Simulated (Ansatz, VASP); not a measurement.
# Two plane-wave programs on MgB2

File INCAR:

```
SYSTEM = MgB2
PREC = Accurate ; ENCUT = 520
EDIFF = 1E-8 ; ISMEAR = -1
SIGMA = 0.05 ; LREAL = .False.
LASPH = .True. ; NELM = 100
ALGO = Normal ; ISIF = 2
LWAVE = .False. ; LCHARG = .False.
GGA = PE ; LEFG = .True.
NBANDS = 11
```

The input KPOINTS:

```
regular mesh
0
Gamma
  12 12 9
  0 0 0
```

Contents of POSCAR:

```
MgB2
1.0
    3.0850007055      0.0000000000      0.0000000000
   -1.5425003528      2.6716889817      0.0000000000
    0.0000000000      0.0000000000      3.5230000000
Mg B
1 2
Direct
    0.0000000000      0.0000000000      0.0000000000
    0.3333333333      0.6666666667      0.5000000000
    0.6666666667      0.3333333333      0.5000000000
```

Input for Ansatz:

```yaml
crystal:
  lattice:
    - [3.0850007055, 0.0, 0.0]
    - [-1.5425003528, 2.6716889817, 0.0]
    - [0.0, 0.0, 3.523]
  atoms:
    - { symbol: Mg, position: [0.0, 0.0, 0.0] }
    - { symbol: B, position: [0.3333333333, 0.6666666667, 0.5] }
    - { symbol: B, position: [0.6666666667, 0.3333333333, 0.5] }
kpoints:
  mp_grid: { grid: [12, 12, 9] }
  band_path:
    path:
      - [0.0, 0.0, 0.0]
      - [0.5, 0.0, 0.0]
      - [0.3333333333, 0.3333333333, 0.0]
      - [0.0, 0.0, 0.0]
      - [0.0, 0.0, 0.5]
      - [0.5, 0.0, 0.5]
      - [0.3333333333, 0.3333333333, 0.5]
      - [0.0, 0.0, 0.5]
      - [0.5, 0.0, 0.5]
    npoints: 14
scf:
  occupations: { method: fermi_dirac, width: 0.05 }
hamiltonian:
  xc: pbe
  pseudopotentials: { kind: paw }
output:
  forces: true
  stress: true
  eigenvalues: true
  efg: { contact_densities: true }
  populations: true
  bader: true
  dos: { projected: true, de: 0.2, e_range: [-14, 8] }
  write_density: true
  write_potential: true
  elf: true
  volumetric_format: npy
```

Alike in both runs: task electric field gradients; functional PBE; k mesh 12 × 12 × 9; occupations fermi-dirac, width 0.05 eV; no spin polarisation.

```csv
,VASP,Ansatz
version,VASP 6.6.1,Ansatz 0.2.0
potentials or method,"VASP PAW PBE potentials, release 64 (Mg, B)","PAW with Ansatz's default frozen-core files, scalar-relativistic"
plane-wave cutoff (eV),520,420
valence electrons in the cell,8,16
```

VASP gave:

- pressure (GPa): -1.3
- traceless stress, the component that is largest in VASP (GPa): 0.25
- size of Vzz on the site where it differs most (V/Å²): 0.2

Q: Estimate Ansatz's values.

A: Pressure (GPa): -1.0; traceless stress, the component that is largest in VASP (GPa): 0.38; size of Vzz on the site where it differs most (V/Å²): 2.7.

The functional is the same, so the differences come from potentials, cutoffs and numerics. VASP's potentials hold 8 valence electrons a cell and Ansatz's 16, so a difference there can come from the potentials and not from the codes.
